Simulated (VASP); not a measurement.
# Ta3Cu (I4/mmm) in VASP: settings compared, part 2 of 2

VASP 6.6.1. Earlier steps stand in the parts before.

**4. Single point, r2SCAN**

This run uses another cell than the first one, of 15.93 Å³/atom.

The input, POSCAR:

```
Ta3Cu
1.0
   -1.9655463842      1.9655463842      4.1222648751
    1.9655463842     -1.9655463842      4.1222648751
    1.9655463842      1.9655463842     -4.1222648751
Ta Cu
3 1
Direct
    0.5000000000      0.5000000000      0.0000000000
    0.2500000000      0.7500000000      0.5000000000
    0.7500000000      0.2500000000      0.5000000000
    0.0000000000      0.0000000000      0.0000000000
```

The input, INCAR.step1:

```
  ALGO = Normal
  EDIFF = 1E-4
  ENCUT = 520
  GGA = PE
  ISMEAR = -1
  LASPH = T
  LCHARG = F
  LREAL = F
  LWAVE = T
  NBANDS = 30
  NELM = 100
  PREC = Accurate
  SIGMA = 0.05
```

The input, INCAR.step2:

```
  ALGO = Normal
  EDIFF = 1E-7
  ENCUT = 520
  ISIF = 2
  ISMEAR = -1
  ISTART = 1
  LASPH = T
  LCHARG = F
  LMIXTAU = T
  LREAL = F
  LWAVE = F
  METAGGA = R2SCAN
  NBANDS = 30
  NELM = 100
  PREC = Accurate
  SIGMA = 0.05
```

The input, KPOINTS:

```
k-points
0
Gamma
  9 9 9
```

Potentials or basis: VASP PAW PBE potentials, release 64 (Ta_pv, Cu).

On the command line:

```
cat potpaw_PBE.64/Ta_pv/POTCAR potpaw_PBE.64/Cu/POTCAR > POTCAR
cp INCAR.step1 INCAR
mpirun -np 1 vasp_std > vasp.out
cp INCAR.step2 INCAR
mpirun -np 1 vasp_std > vasp.out
```

OUTCAR:

```text
EDIFF = 1E-7
   ENCUT = 520
   ISIF = 2
   ISMEAR = -1
   ISTART = 1
   LASPH = T
   LREAL = F
   METAGGA = R2SCAN
   NELM = 100
   PREC = Accurate

 ion  position               nearest neighbor table
   1  0.500  0.500  0.000-   4 2.78   4 2.78   4 2.78   4 2.78   3 2.85   2 2.85   3 2.85   3 2.85
                             2 2.85   2 2.85   3 2.85   2 2.85
   2  0.250  0.750  0.500-   3 2.78   3 2.78   3 2.78   3 2.78   4 2.85   1 2.85   4 2.85   1 2.85
                             4 2.85   4 2.85   1 2.85   1 2.85
   3  0.750  0.250  0.500-   2 2.78   2 2.78   2 2.78   2 2.78   4 2.85   1 2.85   4 2.85   4 2.85
                             1 2.85   1 2.85   4 2.85   1 2.85
   4  0.000  0.000  0.000-   1 2.78   1 2.78   1 2.78   1 2.78   3 2.85   2 2.85   3 2.85   2 2.85
                             3 2.85   3 2.85   2 2.85   2 2.85

  LATTYP: Found a body centered tetragonal cell.
 ALAT       =     3.9310927684
 C/A-ratio  =     2.0972615596

  Lattice vectors:

 A1 = (  -1.9655463842,   1.9655463842,   4.1222648751)
 A2 = (   1.9655463842,  -1.9655463842,   4.1222648751)
 A3 = (   1.9655463842,   1.9655463842,  -4.1222648751)

Analysis of symmetry for initial positions (statically):
[... 179 lines left out ...]
 val. band max:        6.4231989699   @ k =  -0.2222   0.4444   0.2222
 cond. band min:       6.4245189403   @ k =   0.2222   0.1111   0.1111
 fundamental gap:      0.0013199704
 Fermi energy:         6.4241249428

 k-point     1 :       0.0000    0.0000    0.0000
  band No.  band energies     occupation
      1     -29.4220      2.00000
      2     -29.2376      2.00000
      3     -29.2376      2.00000
      4     -28.9282      2.00000
      5     -28.9282      2.00000
      6     -28.7474      2.00000
[... 781 lines left out ...]
     29      10.9238      0.00000
     30      11.0179      0.00000

 [... further k-points ...]

------------------------ aborting loop because EDIFF is reached ----------------------------------------

  FORCE on cell =-STRESS in cart. coord.  units (eV):
  Direction    XX          YY          ZZ          XY          YZ          ZX
  --------------------------------------------------------------------------------------
  -------------------------------------------------------------------------------------
  Total        4.2229091      4.2229091      4.2686213      0.0000000      0.0000000      0.0000000
  in kB      106.2086382    106.2086382    107.3583259      0.0000000      0.0000000      0.0000000
  external PRESSURE =     106.5918674 kB  Pullay stress =       0.0000000 kB

 VOLUME and BASIS-vectors are now :
 -----------------------------------------------------------------------------
  energy-cutoff  :      520.00
  volume of cell :       63.70
      direct lattice vectors                 reciprocal lattice vectors
    -1.965546384  1.965546384  4.122264875     0.000000000  0.254382193  0.121292546
     1.965546384 -1.965546384  4.122264875     0.254382193  0.000000000  0.121292546
     1.965546384  1.965546384 -4.122264875     0.254382193  0.254382193  0.000000000

 POSITION                                       TOTAL-FORCE (eV/Angst)
 -----------------------------------------------------------------------------------
      0.00000      0.00000      4.12226         0.000000      0.000000     -0.000000
      1.96555     -0.00000      2.06113         0.000000     -0.000000      0.000000
     -0.00000      1.96555      2.06113        -0.000000      0.000000      0.000000
      0.00000      0.00000      0.00000         0.000000      0.000000     -0.000000
 -----------------------------------------------------------------------------------
    total drift:                               -0.000000     -0.000000      0.000000

  FREE ENERGIE OF THE ION-ELECTRON SYSTEM (eV)
  ---------------------------------------------------
  free  energy   TOTEN  =      -155.7963050626 eV

  energy  without entropy=     -155.7681277376  energy(sigma->0) =     -155.78221640
```

OUTCAR.step1:

```text
EDIFF = 1E-4
   ENCUT = 520
   GGA = PE
   ISMEAR = -1
   LASPH = T
[... 1024 lines left out ...]
      0.00000      0.00000      4.12226         0.000000     -0.000000     -0.000000
      1.96555     -0.00000      2.06113        -0.000000     -0.000000     -0.000000
     -0.00000      1.96555      2.06113        -0.000000      0.000000      0.000000
      0.00000      0.00000      0.00000         0.000000     -0.000000     -0.000000
 -----------------------------------------------------------------------------------
    total drift:                               -0.000000     -0.000000      0.000000

  FREE ENERGIE OF THE ION-ELECTRON SYSTEM (eV)
  ---------------------------------------------------
  free  energy   TOTEN  =       -38.3462494855 eV

  energy  without entropy=      -38.3122071187  energy(sigma->0) =      -38.32922830
```

OSZICAR.step1:

```text
N       E                     dE             d eps       ncg     rms          rms(c)
DAV:   1     0.406558430284E+03    0.40656E+03   -0.23443E+04  4612   0.180E+03
DAV:   2    -0.182876057303E+02   -0.42485E+03   -0.41286E+03  4686   0.463E+02
DAV:   3    -0.415784470552E+02   -0.23291E+02   -0.21677E+02  5774   0.104E+02
[... 11 lines left out ...]
DAV:  15    -0.383487945810E+02    0.12327E-01   -0.13261E-02  5488   0.285E+00    0.403E-01
DAV:  16    -0.383477822517E+02    0.10123E-02   -0.36359E-03  5948   0.559E-01    0.300E-01
DAV:  17    -0.383468275813E+02    0.95467E-03   -0.56961E-04  4552   0.616E-01    0.189E-01
DAV:  18    -0.383462510090E+02    0.57657E-03   -0.13315E-03  5716   0.827E-01    0.323E-02
DAV:  19    -0.383462494855E+02    0.15234E-05   -0.21393E-04  3588   0.152E-01
   1 F= -.38346249E+02 E0= -.38329228E+02  d E =-.340424E-01
```

It took 34 min on 1 thread of Intel Xeon 8259CL, shared host; peak memory 0.35 GiB.

What came out:

```
Free energy            : -155.7963 eV
Pressure               : 10.7 GPa
Band gap on the k mesh : zero (bands 22 and 23 overlap by 1.55 eV)
```

Caveat: the cell stands under pressure; the PAW data sets were made with another functional, which shifts forces and pressure a little; spin-orbit coupling is left out, which moves the levels of the heavy elements.

**5. Single point, r2SCAN**

This run uses another cell than the first one, of 16.26 Å³/atom.

The input, POSCAR:

```
Ta3Cu
1.0
   -1.9793887163      1.9793887163      4.1512958659
    1.9793887163     -1.9793887163      4.1512958659
    1.9793887163      1.9793887163     -4.1512958659
Ta Cu
3 1
Direct
    0.5000000000      0.5000000000      0.0000000000
    0.2500000000      0.7500000000      0.5000000000
    0.7500000000      0.2500000000      0.5000000000
    0.0000000000      0.0000000000      0.0000000000
```

The input, INCAR.step1:

```
SYSTEM = Ta3Cu
  PREC = Accurate
  ENCUT = 520
  ISMEAR = -1
  SIGMA = 0.05
  LREAL = .FALSE.
  LASPH = .TRUE.
  NELM = 60
  NBANDS = 30
  GGA = PE
  ALGO = Normal
  EDIFF = 1E-4
  LWAVE = .TRUE.
  LCHARG = .FALSE.
```

The input, INCAR.step2:

```
SYSTEM = Ta3Cu
  PREC = Accurate
  ENCUT = 520
  EDIFF = 1E-6
  ISMEAR = -1
  SIGMA = 0.05
  LREAL = .FALSE.
  LASPH = .TRUE.
  NELM = 60
  ALGO = Normal
  ISIF = 2
  LWAVE = .FALSE.
  LCHARG = .FALSE.
  METAGGA = R2SCAN
  LMIXTAU = .TRUE.
  NBANDS = 30
  ISTART = 1
```

The input, KPOINTS:

```
Automatic mesh
0
G
  9 9 9
  0 0 0
```

On the command line:

```
cat potpaw_PBE.64/Ta_pv/POTCAR potpaw_PBE.64/Cu/POTCAR > POTCAR
cp INCAR.step1 INCAR
mpirun -np 1 vasp_std > vasp.out
cp INCAR.step2 INCAR
mpirun -np 1 vasp_std > vasp.out
```

Run time: 19 min. Hardware: 1 thread of Intel Xeon 8259CL, shared host; peak memory 0.35 GiB.

The run converged. Its results:

```
Free energy            : -155.8666 eV
Pressure               : 6.0 GPa
Band gap on the k mesh : zero (bands 22 and 23 overlap by 1.49 eV)
```

Stress tensor (GPa, compression positive):
```
5.87 0.00 0.00
0.00 5.87 0.00
0.00 0.00 6.15
```

Levels at points of the mesh, in eV from the Fermi level:
```tsv
k point	band 19	band 20	band 21	band 22	band 23	band 24	band 25	band 26
(0.00, 0.00, 0.00)	-1.83	-1.83	-0.22	-0.22	0.13	2.11	2.63	2.82
```

Caveat: the cell stands under pressure; the PAW data sets were made with another functional, which shifts forces and pressure a little; spin-orbit coupling is left out, which moves the levels of the heavy elements.

**6. Relaxation of the atoms, PBEsol**

This run uses another cell than the first one, of 17.62 Å³/atom.

The input, INCAR:

```
SYSTEM = Ta3Cu
PREC     = Accurate       ! precision mode
ENCUT    = 520            ! plane-wave cutoff, eV
EDIFF    = 1E-7           ! SCF threshold, eV
ISMEAR   = -1             ! smearing method
SIGMA    = 0.05           ! smearing width, eV
LREAL    = .False.        ! projectors in reciprocal space
LASPH    = .True.         ! aspherical terms in the spheres
NELM     = 120            ! most SCF steps
ALGO     = Normal         ! electronic algorithm
ISIF     = 2              ! what is computed and relaxed
LWAVE    = .False.        ! write WAVECAR
LCHARG   = .False.        ! write CHGCAR
GGA      = PS             ! functional
IBRION   = 2              ! ionic algorithm
NSW      = 60             ! ionic steps
EDIFFG   = -0.01          ! ionic threshold
GGA_COMPAT= .False.      
NELMIN   = 4
```

The input, KPOINTS:

```
regular mesh
0
Gamma
  8 8 8
  0 0 0
```

The input, POSCAR:

```
Ta3Cu
1.0
   -2.0065070000      2.0065070000      4.3764968000
    2.0065070000     -2.0065070000      4.3764968000
    2.0065070000      2.0065070000     -4.3764968000
Ta Cu
3 1
Direct
    0.5000000000      0.5000000000      0.0000000000
    0.2500000000      0.7500000000      0.5000000000
    0.7500000000      0.2500000000      0.5000000000
    0.0000000000      0.0000000000      0.0000000000
```

Potentials or basis: VASP PAW PBE potentials, release 64 (Ta_pv, Cu).

On the command line:

```
cat potpaw_PBE.64/Ta_pv/POTCAR potpaw_PBE.64/Cu/POTCAR > POTCAR
mpirun -np 1 vasp_std > vasp.out
```

OUTCAR:

```text
SYSTEM = Ta3Cu
   PREC = Accurate
   ENCUT = 520
   EDIFF = 1E-7
   ISMEAR = -1
   LREAL = .False.
   LASPH = .True.
   NELM = 120
   ISIF = 2
   GGA = PS
   IBRION = 2
   NSW = 60
   EDIFFG = -0.01
   NELMIN = 4

 ion  position               nearest neighbor table
   1  0.500  0.500  0.000-   4 2.84   4 2.84   4 2.84   4 2.84   3 2.97   2 2.97   3 2.97   3 2.97
                             2 2.97   2 2.97   3 2.97   2 2.97
   2  0.250  0.750  0.500-   3 2.84   3 2.84   3 2.84   3 2.84   4 2.97   1 2.97   4 2.97   1 2.97
                             4 2.97   4 2.97   1 2.97   1 2.97
   3  0.750  0.250  0.500-   2 2.84   2 2.84   2 2.84   2 2.84   4 2.97   1 2.97   4 2.97   4 2.97
                             1 2.97   1 2.97   4 2.97   1 2.97
   4  0.000  0.000  0.000-   1 2.84   1 2.84   1 2.84   1 2.84   3 2.97   2 2.97   3 2.97   2 2.97
                             3 2.97   3 2.97   2 2.97   2 2.97

  LATTYP: Found a body centered tetragonal cell.
 ALAT       =     4.0130140000
 C/A-ratio  =     2.1811520219

  Lattice vectors:

 A1 = (  -2.0065070000,   2.0065070000,   4.3764968000)
 A2 = (   2.0065070000,  -2.0065070000,   4.3764968000)
[... 181 lines left out ...]

 val. band max:        5.4729683055   @ k =  -0.2500   0.3750   0.2500
 cond. band min:       5.4866184919   @ k =  -0.2500   0.1250   0.0000
 fundamental gap:      0.0136501864
 Fermi energy:         5.4745171709

 k-point     1 :       0.0000    0.0000    0.0000
  band No.  band energies     occupation
      1     -29.1215      2.00000
      2     -28.9965      2.00000
      3     -28.9965      2.00000
      4     -28.8691      2.00000
      5     -28.8691      2.00000
      6     -28.6304      2.00000
[... 685 lines left out ...]
     25       6.7336      0.00000
     26       7.2027      0.00000

 [... further k-points ...]

------------------------ aborting loop because EDIFF is reached ----------------------------------------

  FORCE on cell =-STRESS in cart. coord.  units (eV):
  Direction    XX          YY          ZZ          XY          YZ          ZX
  --------------------------------------------------------------------------------------
  -------------------------------------------------------------------------------------
  Total       -4.6606993     -4.6606993     -6.6587587      0.0000000     -0.0000000      0.0000000
  in kB     -105.9482290   -105.9482290   -151.3686355      0.0000000     -0.0000000      0.0000000
  external PRESSURE =    -121.0883645 kB  Pullay stress =       0.0000000 kB

 VOLUME and BASIS-vectors are now :
 -----------------------------------------------------------------------------
  energy-cutoff  :      520.00
  volume of cell :       70.48
      direct lattice vectors                 reciprocal lattice vectors
    -2.006507000  2.006507000  4.376496800     0.000000000  0.249189263  0.114246628
     2.006507000 -2.006507000  4.376496800     0.249189263  0.000000000  0.114246628
     2.006507000  2.006507000 -4.376496800     0.249189263  0.249189263  0.000000000

 POSITION                                       TOTAL-FORCE (eV/Angst)
 -----------------------------------------------------------------------------------
      0.00000      0.00000      4.37650        -0.000000      0.000000     -0.000000
      2.00651      0.00000      2.18825         0.000000      0.000000      0.000000
      0.00000      2.00651      2.18825         0.000000     -0.000000     -0.000000
      0.00000      0.00000      0.00000        -0.000000      0.000000     -0.000000
 -----------------------------------------------------------------------------------
    total drift:                               -0.000000     -0.000000      0.000000

  FREE ENERGIE OF THE ION-ELECTRON SYSTEM (eV)
  ---------------------------------------------------
  free  energy   TOTEN  =       -41.0641849100 eV

  energy  without entropy=      -41.0311628514  energy(sigma->0) =      -41.04767388

 reached required accuracy - stopping structural energy minimisation
```

CONTCAR:

```text
Ta3Cu
   1.00000000000000
    -2.0065070000000000    2.0065070000000000    4.3764968000000000
     2.0065070000000000   -2.0065070000000000    4.3764968000000000
     2.0065070000000000    2.0065070000000000   -4.3764968000000000
  Ta              Cu
     3     1
Direct
     0.5000000000000000    0.5000000000000000    0.0000000000000000
     0.2500000000000000    0.7500000000000000    0.5000000000000000
     0.7500000000000000    0.2500000000000000    0.5000000000000000
     0.0000000000000000    0.0000000000000000    0.0000000000000000

  0.00000000E+00  0.00000000E+00  0.00000000E+00
  0.00000000E+00  0.00000000E+00  0.00000000E+00
  0.00000000E+00  0.00000000E+00  0.00000000E+00
  0.00000000E+00  0.00000000E+00  0.00000000E+00
```

Run time: 7.4 min. Hardware: 1 thread of Intel Xeon 8259CL, shared host; peak memory 0.3 GiB.

What came out:

| Property | Result |
| --- | --- |
| Free energy | -41.0642 eV |
| Pressure after relaxing | -12.1 GPa |
| Band gap on the k mesh | zero (bands 22 and 23 overlap by 0.78 eV) |

Final structure:
```yaml
crystal:
  lattice:
    - [-2.00651, 2.00651, 4.37650]
    - [2.00651, -2.00651, 4.37650]
    - [2.00651, 2.00651, -4.37650]
  atoms:
    - { symbol: Ta, position: [0.50000, 0.50000, 0.00000] }
    - { symbol: Ta, position: [0.25000, 0.75000, 0.50000] }
    - { symbol: Ta, position: [0.75000, 0.25000, 0.50000] }
    - { symbol: Cu, position: [0.00000, 0.00000, 0.00000] }
```

Levels at points of the mesh, in eV from the Fermi level:
```
           k point  band 18  band 19  band 20  band 21  band 22  band 23  band 24  band 25  band 26
(0.00, 0.00, 0.00)    -1.90    -1.48    -1.48    -0.04    -0.04     0.10     1.45     2.04     2.07
(0.50, 0.00, 0.00)    -2.33    -1.75    -1.16    -1.15     0.28     0.50     0.90     1.30     1.83
(0.50, 0.50, 0.00)    -2.01    -2.00    -1.13    -0.15    -0.04     0.05     0.69     1.27     2.20
(0.50, 0.50, 0.50)    -2.15    -1.37    -1.37    -0.94    -0.03     2.07     2.46     2.46     2.80
```

Caveat: the PAW data sets were made with another functional, which shifts forces and pressure a little; spin-orbit coupling is left out, which moves the levels of the heavy elements.

**7. The runs side by side**

| task | level | potentials or basis | cell | k mesh | gap on the mesh (eV) | pressure (GPa) |
| --- | --- | --- | --- | --- | --- | --- |
| single point | LDA | VASP PAW LDA potentials, release 64 (Ta_pv, Cu) | a = 5.175 Å, angles 133.4, 133.4, 68.0°, 4 atoms | 9 × 9 × 9 | none | -19.0 |
| single point | PBE | VASP PAW PBE potentials, release 64 (Ta_pv, Cu) | a = 5.175 Å, angles 133.4, 133.4, 68.0°, 4 atoms | 9 × 9 × 9 | none | -8.9 |
| single point | r2SCAN | VASP PAW PBE potentials, release 64 (Ta_pv, Cu) | a = 4.972 Å, angles 133.4, 133.4, 68.0°, 4 atoms | 9 × 9 × 9 | none | 10.7 |
| single point | r2SCAN | VASP PAW PBE potentials, release 64 (Ta_pv, Cu) | a = 5.007 Å, angles 133.4, 133.4, 68.0°, 4 atoms | 9 × 9 × 9 | none | 6.0 |
| relaxation of the atoms | PBEsol | VASP PAW PBE potentials, release 64 (Ta_pv, Cu) | atoms relaxed from a = 5.216 Å, angles 134.8, 134.8, 65.9°, 4 atoms | 8 × 8 × 8 | none | -12.1 |

Alike in all rows: no spin polarisation; cutoff (eV) 520; smearing fermi-dirac 0.05 eV.

Caveats: spin-orbit coupling is left out, which moves the levels of the heavy elements; the PAW data sets were made with another functional, which shifts forces and pressure a little (at least some runs); the cell stands under tension (at least some runs); the cell stands under pressure (at least some runs).

Total energies depend on the potentials used, so only differences within one code and one set of settings carry meaning.

The gap in the log of VASP goes by the Fermi energy; the results here count the filled bands.